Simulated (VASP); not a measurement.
Write the native input for VASP 6.6.1 that does the following.

```yaml
Task: single point
Functional: LDA
Potentials_or_basis: VASP PAW LDA potentials, release 64 (Al, As)
Cutoff: 500 eV
k_mesh: 8 × 8 × 8
Occupations: gaussian, width 0.02 eV
Spin: no spin polarisation
Dipole_correction: no
Further_INCAR_settings: ALGO = Normal; EDIFF = 1e-06; NBANDS = 11
```

The structure of AlAs (lda) lies in POSCAR:

```
AlAs
1.0
    0.0000000000      2.8145443455      2.8145443455
    2.8145443455      0.0000000000      2.8145443455
    2.8145443455      2.8145443455      0.0000000000
Al As
1 1
Direct
    0.0000000000      0.0000000000      0.0000000000
    0.2500000000      0.2500000000      0.2500000000
```

One way to write it, as run:

INCAR

```
SYSTEM = AlAs
PREC = Accurate
ENCUT = 500
EDIFF = 1E-6
ISMEAR = 0
SIGMA = 0.02
LREAL = .False.
LASPH = .True.
NELM = 120
ALGO = Normal
ISIF = 2
LWAVE = .False.
LCHARG = .False.
GGA = CA
NBANDS = 11
GGA_COMPAT = .False.
```

KPOINTS

```
Automatic mesh
0
Gamma
  8 8 8
  0 0 0
```

Potentials or basis: VASP PAW LDA potentials, release 64 (Al, As).

Launch:

```bash
$ cat potpaw_LDA.64/Al/POTCAR potpaw_LDA.64/As/POTCAR > POTCAR
$ mpirun -np 1 vasp_std > vasp.out
```

It gave:

```json
{"Pressure": "0.4 GPa", "Band gap on the k mesh": "1.31 eV, indirect (least direct gap 2.02 eV)"}
```

It took 18 s on 1 thread of AMD EPYC 7R13, with other jobs on the host, peak memory 0.12 GiB.
